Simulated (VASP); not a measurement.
A run of VASP 6.6.1 is set up as follows.

INCAR

```
SYSTEM = ZnS
  AGGAC = 1.0
  AGGAX = 1.0
  ALDAC = 0.0
  ALDAX = 1.0
  ALGO = Normal
  EDIFF = 1E-6
  EDIFFG = -0.01
  ENCUT = 600
  GGA = B5
  IBRION = 2
  ISIF = 3
  ISMEAR = -1
  IVDW = 12
  LASPH = .TRUE.
  LCHARG = .FALSE.
  LREAL = .FALSE.
  LWAVE = .FALSE.
  NELM = 80
  NSW = 60
  PREC = Accurate
  SIGMA = 0.05
  VDW_A1 = 0.4298
  VDW_A2 = 4.2359
  VDW_S6 = 1.0
  VDW_S8 = 2.6996
```

Contents of KPOINTS:

```
k-points
0
G
  8 8 5
  0 0 0
```

File POSCAR:

```
ZnS
1.0
    3.8110000000      0.0000000000      0.0000000000
   -1.9055000000      3.3004228138      0.0000000000
    0.0000000000      0.0000000000      6.2340000000
Zn S
2 2
Direct
    0.6666666667      0.3333333333      0.5000000000
    0.3333333333      0.6666666667      0.0000000000
    0.6666666667      0.3333333333      0.8850000000
    0.3333333333      0.6666666667      0.3850000000
```

Potentials or basis: VASP PAW PBE potentials, release 64 (Zn, S).

Launch:

```sh
$ cat potpaw_PBE.64/Zn/POTCAR potpaw_PBE.64/S/POTCAR > POTCAR
$ mpirun -np 1 vasp_std > vasp.out
```

(1) Predict the space group after relaxing (to 0.1 Å).

(2) Estimate the band gap on the k mesh.

Results:

(1) P6_3mc (No. 186).

(2) 2.21 eV.
